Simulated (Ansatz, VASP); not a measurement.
**Two plane-wave programs on Be2C**

File POSCAR:

```
Be2C
1.0
    0.0000000000      2.1504693608      2.1504693608
    2.1504693608      0.0000000000      2.1504693608
    2.1504693608      2.1504693608      0.0000000000
Be C
2 1
Direct
    0.2500000000      0.2500000000      0.2500000000
    0.7500000000      0.7500000000      0.7500000000
    0.0000000000      0.0000000000      0.0000000000
```

The input INCAR.step1:

```
SYSTEM = Be2C
PREC = Accurate
ENCUT = 660
ISMEAR = 0
SIGMA = 0.01
LREAL = .False.
LASPH = .True.
NELM = 120
NBANDS = 11
GGA = PE
ALGO = Normal
EDIFF = 1E-5
LWAVE = .True.
LCHARG = .False.
GGA_COMPAT = .False.
```

INCAR.step2

```
SYSTEM = Be2C
PREC = Accurate
ENCUT = 660
EDIFF = 1E-6
ISMEAR = 0
SIGMA = 0.01
LREAL = .False.
LASPH = .True.
NELM = 120
ALGO = Normal
ISIF = 2
LWAVE = .False.
LCHARG = .False.
METAGGA = R2SCAN
LMIXTAU = .True.
NBANDS = 11
ISTART = 1
GGA_COMPAT = .False.
```

File KPOINTS:

```
Automatic mesh
0
Gamma
  7 7 7
  0 0 0
```

Input for Ansatz:

```yaml
crystal:
  lattice:
    - [0.0, 2.1504693608411167, 2.1504693608411167]
    - [2.1504693608411167, 0.0, 2.1504693608411167]
    - [2.1504693608411167, 2.1504693608411167, 0.0]
  atoms:
    - { symbol: Be, position: [0.25, 0.25, 0.25] }
    - { symbol: Be, position: [0.75, 0.75, 0.75] }
    - { symbol: C, position: [0.0, 0.0, 0.0] }
basis:
  ecutwfc: 600.0
kpoints:
  mp_grid:
    grid: [7, 7, 7]
hamiltonian:
  xc: r2scan
scf:
  lower_state_search: standard
  mixing:
    algorithm: broyden
    beta: 0.1
  occupations:
    method: fixed
  eigensolver:
    kind: davidson
output:
  stress: true
```

Alike in both runs: task single point; functional r2SCAN; k mesh 7 × 7 × 7; no spin polarisation.

|  | VASP | Ansatz |
| --- | --- | --- |
| version | VASP 6.6.1 | Ansatz 0.2.0 |
| potentials or method | VASP PAW PBE potentials, release 64 (Be, C), cutoff 660 eV | plane waves, PAW |
| occupations | gaussian, width 0.01 eV | fixed |
| valence electrons in the cell | 8 | 8 |

|  | VASP | Ansatz | Ansatz less VASP |
| --- | --- | --- | --- |
| pressure (GPa) | 3.7 | 3.0 | -0.78 |

VASP's potentials were made for PBE, not for r2SCAN.
